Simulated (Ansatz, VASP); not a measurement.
Al3InAs4 in VASP and in Ansatz

```
Al In As
1.0
     5.65489    0.00000    0.00000
     0.00000    5.65489    0.00000
     0.00000    0.00000    5.65489
Al In As
3 1 4
Direct
  0.50000 0.00000 0.00000
  0.00000 0.00000 0.50000
  0.00000 0.50000 0.00000
  0.50000 0.50000 0.50000
  0.76124 0.23876 0.76124
  0.76124 0.76124 0.23876
  0.23876 0.23876 0.23876
  0.23876 0.76124 0.76124
```

Alike in both runs: functional PBE; k mesh 6 × 6 × 6; occupations gaussian, width 0.02 eV; no spin polarisation.

Ansatz relaxed the structure, and its values are those at the end. VASP's run is a single point on that final structure, the one shown.

```csv
,VASP,Ansatz
version,VASP 6.6.1,Ansatz 0.2.0
potentials or method,"VASP PAW PBE potentials, release 64 (Al, In_d, As), cutoff 520 eV","scalar-relativistic, plane waves, PAW"
valence electrons in the cell,42,82
```

```tsv
	VASP	Ansatz	Ansatz less VASP
gap on the k mesh at the Fermi level (eV)	1.53	1.54	+0.011
least direct gap on the mesh (eV)	1.53	1.54	+0.011
pressure (GPa)	7.4	7.2	-0.18
rms of the force components (eV/Å)	0.004	0.005	+0.0019
```

VASP's potentials hold 42 valence electrons a cell and Ansatz's 82, so a difference there can come from the potentials and not from the codes. Ansatz's warnings: stress scf threshold loose.
